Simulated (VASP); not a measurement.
K3TaO3: single point with PBE

The system is K3TaO3.

```
K Ta O
1.0
     8.19483    0.00000    0.00000
    -4.09741    7.09693    0.00000
     0.00000    0.00000    5.91832
K Ta O
6 2 6
Direct
  0.64768 0.82045 0.75000
  0.17277 0.35232 0.75000
  0.17955 0.82723 0.75000
  0.82723 0.64768 0.25000
  0.82045 0.17277 0.25000
  0.35232 0.17955 0.25000
  0.66667 0.33333 0.75000
  0.33333 0.66667 0.25000
  0.40322 0.20548 0.75000
  0.79452 0.19774 0.75000
  0.80226 0.59678 0.75000
  0.19774 0.40322 0.25000
  0.59678 0.79452 0.25000
  0.20548 0.80226 0.25000
```

| Item | Value |
| --- | --- |
| Program | VASP 6.6.1 |
| Task | single point |
| Functional | PBE |
| Potentials or basis | VASP PAW PBE potentials, release 64 (K_sv, Ta_pv, O) |
| Cutoff | 520 eV |
| k mesh | 2 × 2 × 2 |
| Occupations | gaussian, width 0.15 eV |
| Spin | no spin polarisation |

| Property | Result |
| --- | --- |
| Pressure | 0.3 GPa |
| Largest force | 0.101 eV/Å |
| Band gap on the k mesh | 1.60 eV (least direct gap 1.62 eV) |

Forces on the atoms (eV/Å):
```
K   -0.016 -0.008  0.000
K    0.001  0.018  0.000
K    0.015 -0.010  0.000
K   -0.001 -0.018  0.000
K   -0.015  0.010  0.000
K    0.016  0.008  0.000
Ta   0.000  0.000  0.000
Ta   0.000  0.000  0.000
O   -0.084 -0.055  0.000
O    0.090 -0.046  0.000
O   -0.005  0.100  0.000
O    0.005 -0.100  0.000
O    0.084  0.055  0.000
O   -0.090  0.046  0.000
```

Stress tensor (GPa, compression positive):
```
0.33 0.00 0.00
0.00 0.33 0.00
0.00 0.00 0.22
```

Levels at points of the mesh, in eV from the valence-band top:
| k point | band 53 | band 54 | band 55 | band 56 | band 57 | band 58 | band 59 | band 60 |
| --- | --- | --- | --- | --- | --- | --- | --- | --- |
| (0.00, 0.00, 0.00) | -2.59 | -2.49 | -1.00 | -0.37 | 1.92 | 2.78 | 2.78 | 2.78 |
| (0.50, 0.00, 0.00) | -2.68 | -2.65 | -0.68 | -0.52 | 1.80 | 2.36 | 2.49 | 2.93 |
| (0.00, 0.00, 0.50) | -2.55 | -2.55 | -0.01 | -0.01 | 1.60 | 1.60 | 2.68 | 2.68 |
| (0.50, 0.00, 0.50) | -2.69 | -2.69 | 0.00 | 0.00 | 1.96 | 1.96 | 2.56 | 2.56 |

Wall time 2.1 min on 1 thread of Intel(R) Xeon(R) 6975P-C (Granite Rapids), on a shared host, peak memory 0.49 GiB.

Caveat: the k points lie up to 0.53 Å⁻¹ apart; spin-orbit coupling is left out, which moves the levels of the heavy elements. A k mesh can miss the band edges.
